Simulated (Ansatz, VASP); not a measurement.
# One calculation of PbF2, two programs

Contents of INCAR:

```
SYSTEM = PbF2
PREC = Accurate ; ENCUT = 600
EDIFF = 1E-6 ; ISMEAR = -1
SIGMA = 0.05 ; LREAL = .FALSE.
LASPH = .TRUE. ; NELM = 120
ALGO = Normal ; ISIF = 2
LWAVE = .FALSE. ; LCHARG = .FALSE.
GGA = PS ; NBANDS = 21
GGA_COMPAT = .FALSE.
```

KPOINTS

```
regular mesh
0
G
  6 6 6
  0 0 0
```

The input POSCAR:

```
PbF2
1.0
    0.0000000000      2.9636600000      2.9636600000
    2.9636600000      0.0000000000      2.9636600000
    2.9636600000      2.9636600000      0.0000000000
Pb F
1 2
Direct
    0.0000000000      0.0000000000      0.0000000000
    0.7500000000      0.7500000000      0.7500000000
    0.2500000000      0.2500000000      0.2500000000
```

input.yaml

```yaml
crystal:
  lattice:
    - [0.0, 2.96366, 2.96366]
    - [2.96366, 0.0, 2.96366]
    - [2.96366, 2.96366, 0.0]
  atoms:
    - { symbol: Pb, position: [0.0, 0.0, 0.0] }
    - { symbol: F, position: [0.75, 0.75, 0.75] }
    - { symbol: F, position: [0.25, 0.25, 0.25] }
kpoints:
  mp_grid: { grid: [6, 6, 6] }
  band_path:
    path:
      - [0.0, 0.0, 0.0]
      - [0.5, 0.0, 0.5]
      - [0.5, 0.25, 0.75]
      - [0.375, 0.375, 0.75]
      - [0.0, 0.0, 0.0]
      - [0.5, 0.5, 0.5]
      - [0.625, 0.25, 0.625]
      - [0.5, 0.25, 0.75]
    npoints: 10
scf:
  occupations: { method: fermi_dirac, width: 0.05 }
hamiltonian:
  xc: pbesol
  pseudopotentials: { kind: all_electron, lapw: { basis_error: 0.002 } }
output:
  forces: true
  stress: true
  eigenvalues: true
```

Alike in both runs: functional PBEsol; k mesh 6 × 6 × 6; occupations fermi-dirac, width 0.05 eV; no spin polarisation.

|  | VASP | Ansatz |
| --- | --- | --- |
| version | VASP 6.6.1 | Ansatz 0.2.0 |
| potentials or method | VASP PAW PBE potentials, release 64 (Pb_d, F), cutoff 600 eV | all-electron LAPW, scalar-relativistic |
| task | single point | band structure |

|  | VASP | Ansatz | Ansatz less VASP |
| --- | --- | --- | --- |
| gap on the k mesh at the Fermi level (eV) | 4.33 | 4.32 | -0.003 |
| least direct gap on the mesh (eV) | 4.46 | 4.45 | -0.004 |
| pressure (GPa) | -1.3 | -1.1 | +0.24 |

VASP's potentials were made for PBE, not for PBEsol. Ansatz ran all-electron here, and VASP with PAW potentials.

Neither program's run includes spin-orbit coupling.
